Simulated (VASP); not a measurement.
A run of VASP 6.6.1 is set up as follows.

Contents of INCAR:

```
SYSTEM = TaC2
PREC = Accurate
ENCUT = 520
EDIFF = 1E-6
ISMEAR = 0
SIGMA = 0.1
LREAL = .FALSE.
LASPH = .TRUE.
NELM = 60
ALGO = Normal
ISIF = 2
LWAVE = .FALSE.
LCHARG = .FALSE.
GGA = PE
NBANDS = 16
```

KPOINTS

```
regular mesh
0
G
  12 12 16
  0 0 0
```

Contents of POSCAR:

```
TaC2
1.0
    4.2388193130      0.0000000000      0.0000000000
    0.0000000000      4.2388193130      0.0000000000
    0.0000000000      0.0000000000      2.7457012372
Ta C
1 2
Direct
    0.0000000000      0.0000000000      0.5000000000
    0.0000000000      0.5000000000      0.5000000000
    0.5000000000      0.0000000000      0.5000000000
```

Potentials or basis: VASP PAW PBE potentials, release 64 (Ta_pv, C).

Run with:

```bash
$ cat potpaw_PBE.64/Ta_pv/POTCAR potpaw_PBE.64/C/POTCAR > POTCAR
$ mpirun -np 1 vasp_std > vasp.out
```

(1) Estimate the pressure.

Results:

(1) 0.2 GPa.
